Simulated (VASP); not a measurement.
The system is ZnGeP2.

```
Zn Ge P
1.0
    -2.73000    2.73000    5.38000
     2.73000   -2.73000    5.38000
     2.73000    2.73000   -5.38000
Zn Ge P
2 2 4
Direct
  0.00000 0.00000 0.00000
  0.75000 0.25000 0.50000
  0.50000 0.50000 0.00000
  0.25000 0.75000 0.50000
  0.37500 0.38900 0.51400
  0.61100 0.12500 0.98600
  0.87500 0.86100 0.48600
  0.13900 0.62500 0.01400
```

* Program: VASP 6.6.1
* Task: relaxation of cell and atoms
* Functional: PBE
* Potentials or basis: VASP PAW PBE potentials, release 64 (Zn, Ge_d, P)
* Cutoff: 500 eV
* k mesh: 6 × 6 × 6
* Occupations: fermi-dirac, width 0.02 eV
* Spin: no spin polarisation

At the start: pressure 2.3 GPa; volume 20.05 Å³/atom.

Task: How do energy, volume and symmetry change on relaxing?

Result: Over 8 steps the energy falls by 12.2 meV/atom and the volume is 20.51 Å³/atom (+2.3 %); space group I-42d (No. 122, to 0.1 Å) before and after.

Step by step:
| step | energy change (eV) | largest force (eV/Å) | pressure (GPa) | volume (Å³) |
| --- | --- | --- | --- | --- |
| 1 | 0.0000 | 0.6769 | 2.26 | 160.39 |
| 2 | -0.0765 | 0.2079 | -1.18 | 167.04 |
| 3 | -0.0779 | 0.2606 | -0.84 | 166.21 |
| 4 | -0.0953 | 0.0934 | -0.27 | 164.70 |
| 5 | -0.0975 | 0.0031 | 0.04 | 163.91 |
| 6 | -0.0975 | 0.0084 | 0.02 | 163.96 |
| 7 | -0.0978 | 0.0048 | -0.01 | 164.00 |
| 8 | -0.0979 | 0.0002 | -0.03 | 164.05 |

Final structure:
```cif
data_structure
_symmetry_space_group_name_H-M 'P 1'
_symmetry_Int_Tables_number 1
_cell_length_a 6.6720
_cell_length_b 6.6720
_cell_length_c 6.6720
_cell_angle_alpha 131.307
_cell_angle_beta 131.307
_cell_angle_gamma 71.326
_cell_volume 164.05
loop_
_atom_site_label
_atom_site_type_symbol
_atom_site_fract_x
_atom_site_fract_y
_atom_site_fract_z
_atom_site_occupancy
Zn1 Zn 0.00000 0.00000 0.00000 1
Zn2 Zn 0.75000 0.25000 0.50000 1
Ge1 Ge 0.50000 0.50000 0.00000 1
Ge2 Ge 0.25000 0.75000 0.50000 1
P1 P 0.37500 0.37888 0.50388 1
P2 P 0.62112 0.12500 0.99612 1
P3 P 0.87500 0.87112 0.49612 1
P4 P 0.12888 0.62500 0.00388 1
```
